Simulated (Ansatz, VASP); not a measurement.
# One calculation of Bi, two programs

```
Bi
1.0
    -1.95682    1.95682    1.95682
     1.95682   -1.95682    1.95682
     1.95682    1.95682   -1.95682
Bi
1
Direct
  0.00000 0.00000 0.00000
```

Alike in both runs: task single point; functional PBEsol; k mesh 16 × 16 × 16; occupations gaussian, width 0.1 eV; no spin polarisation.

|  | VASP | Ansatz |
| --- | --- | --- |
| version | VASP 6.6.1 | Ansatz 0.2.0 |
| potentials or method | VASP PAW PBE potentials, release 64 (Bi_d), cutoff 520 eV | scalar-relativistic, plane waves, PAW |
| valence electrons in the cell | 15 | 15 |

|  | VASP | Ansatz | Ansatz less VASP |
| --- | --- | --- | --- |
| gap on the k mesh at the Fermi level (eV) | none | none | - |
| pressure (GPa) | -0.1 | 0.0 | +0.07 |

VASP's potentials were made for PBE, not for PBEsol. A gap of «none» marks a metal or a gap that the smearing closes.

Neither program's run includes spin-orbit coupling.
